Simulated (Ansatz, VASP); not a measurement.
# NbAl2 in VASP and in Ansatz

Contents of INCAR:

```
PREC     = Accurate       # precision mode
ENCUT    = 600            # plane-wave cutoff, eV
EDIFF    = 1E-6           # SCF threshold, eV
ISMEAR   = 0              # smearing method
SIGMA    = 0.1            # smearing width, eV
LREAL    = False          # projectors in reciprocal space
LASPH    = True           # aspherical terms in the spheres
NELM     = 100            # most SCF steps
ALGO     = Fast           # electronic algorithm
ISIF     = 3              # what is computed and relaxed
LWAVE    = False          # write WAVECAR
LCHARG   = False          # write CHGCAR
GGA      = PE             # functional
IBRION   = 2              # ionic algorithm
NSW      = 100            # ionic steps
EDIFFG   = -0.01          # ionic threshold
```

Contents of KPOINTS:

```
Automatic mesh
0
Gamma
  12 12 16
```

Contents of POSCAR:

```
NbAl2
1.0
    4.4796350211      0.0000000000      0.0000000000
   -2.2398175106      3.8794777280      0.0000000000
    0.0000000000      0.0000000000      2.8323182853
Al Nb
2 1
Direct
    0.3333333333      0.6666666667      0.5000000000
    0.6666666667      0.3333333333      0.5000000000
    0.0000000000      0.0000000000      0.0000000000
```

Input for Ansatz:

```yaml
crystal:
  lattice:
    - [4.4796350211, 0.0, 0.0]
    - [-2.2398175106, 3.879477728, 0.0]
    - [0.0, 0.0, 2.8323182853]
  atoms:
    - { symbol: Al, position: [0.3333333333, 0.6666666667, 0.5] }
    - { symbol: Al, position: [0.6666666667, 0.3333333333, 0.5] }
    - { symbol: Nb, position: [0.0, 0.0, 0.0] }
basis:
  ecutwfc: 420
kpoints:
  mp_grid: { grid: [12, 12, 16] }
hamiltonian:
  xc: pbe
scf:
  occupations: { method: gaussian, width: 0.1 }
output:
  forces: true
  stress: true
  eigenvalues: true
relax:
  adjacent_minimum: "off"
  f_tol: 0.01
  max_steps: 80
  cell: { stress_tol: 0.05 }
```

Alike in both runs: task relaxation of cell and atoms; functional PBE; k mesh 12 × 12 × 16; occupations gaussian, width 0.1 eV; no spin polarisation.

```csv
,VASP,Ansatz
version,VASP 6.6.1,Ansatz 0.2.0
potentials or method,"VASP PAW PBE potentials, release 64 (Al, Nb_sv), cutoff 600 eV","scalar-relativistic, plane waves, PAW"
valence electrons in the cell,19,19
```

```csv
,VASP,Ansatz,Ansatz less VASP
"gap on the k mesh at the Fermi level, each at its own relaxed structure (eV)",none,none,-
relaxed volume (Å³/atom),16.39,16.40,+0.006
relaxed cell length with the largest relative difference (Å),2.823,2.824,+0.0017
```

A gap of «none» marks a metal or a gap that the smearing closes.
